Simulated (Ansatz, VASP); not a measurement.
**SnTe in VASP and in Ansatz**

```xyz
2
Lattice="0.0000 3.6587 3.6587 3.6587 0.0000 3.6587 3.6587 3.6587 0.0000" Properties=species:S:1:pos:R:3 pbc="T T T"
Te    1.8293    1.8293    1.8293
Sn    0.0000    0.0000    0.0000
```

Alike in both runs: task single point; functional PBE0; k mesh 4 × 4 × 4; occupations fermi-dirac, width 0.05 eV; no spin polarisation.

|  | VASP | Ansatz |
| --- | --- | --- |
| version | VASP 6.6.1 | Ansatz 0.2.0 |
| potentials or method | VASP PAW PBE potentials, release 64 (Te, Sn_d) | Ansatz PAW |
| plane-wave cutoff (eV) | 520 | 420 |
| valence electrons in the cell | 20 | 30 |

|  | VASP | Ansatz | Ansatz less VASP |
| --- | --- | --- | --- |
| gap on the k mesh at the Fermi level (eV) | 1.12 | 1.09 | -0.029 |
| least direct gap on the mesh (eV) | 1.84 | 1.83 | -0.016 |
| pressure (GPa) | -1.6 | -1.5 | +0.18 |

VASP's potentials hold 20 valence electrons a cell and Ansatz's 30, so a difference there can come from the potentials and not from the codes.

Neither program's run includes spin-orbit coupling.
